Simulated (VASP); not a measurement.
**TaN: single point with PBEsol**

The system is TaN.

```
CELL_PARAMETERS angstrom
5.17892 0.00000 0.00000
-2.58946 4.48508 0.00000
0.00000 0.00000 2.89600
ATOMIC_POSITIONS crystal
Ta 0.33333 0.66667 0.50000
Ta 0.66667 0.33333 0.50000
Ta 0.00000 0.00000 0.00000
N 0.39337 0.00000 0.00000
N 0.60663 0.60663 0.00000
N 0.00000 0.39337 0.00000
```

* Program: VASP 6.6.1
* Task: single point
* Functional: PBEsol
* Potentials or basis: VASP PAW PBE potentials, release 64 (Ta_pv, N)
* Cutoff: 520 eV
* k mesh: 12 × 12 × 12
* Occupations: gaussian, width 0.1 eV
* Spin: no spin polarisation
* Dipole correction: no
* Further INCAR settings: ALGO = Normal; EDIFF = 1e-07; NBANDS = 33

| Item | Value |
| --- | --- |
| Pressure | 0.9 GPa |
| Largest force | 0.009 eV/Å |
| Band gap on the k mesh | zero (bands 24 and 25 overlap by 3.21 eV) |

Forces in eV/Å, atoms in the order of the input:
```
Ta   0.000  0.000  0.000
Ta   0.000  0.000  0.000
Ta   0.000  0.000  0.000
N    0.009  0.000  0.000
N   -0.005 -0.008  0.000
N   -0.005  0.008  0.000
```

Stress tensor (GPa, compression positive):
```
0.92 0.00 0.00
0.00 0.92 0.00
0.00 0.00 0.80
```

Levels at points of the mesh, in eV from the Fermi level:
| k point | band 22 | band 23 | band 24 | band 25 | band 26 | band 27 |
| --- | --- | --- | --- | --- | --- | --- |
| (0.00, 0.00, 0.00) | -3.41 | -2.04 | -1.02 | -1.02 | 0.50 | 0.50 |
| (0.50, 0.00, 0.00) | -4.00 | -2.96 | -2.76 | 1.16 | 1.73 | 1.85 |
| (0.00, 0.00, 0.50) | -3.01 | -3.01 | 1.85 | 1.85 | 1.97 | 2.12 |
| (0.50, 0.00, 0.50) | -3.40 | -2.06 | -1.06 | 0.42 | 1.29 | 3.21 |

It took 2.9 min on 1 thread of Intel(R) Xeon(R) 6975P-C (Granite Rapids), with other jobs on the host, peak memory 0.35 GiB.

Caveat: the PAW data sets were made with another functional, which shifts forces and pressure a little; spin-orbit coupling is left out, which moves the levels of the heavy elements.
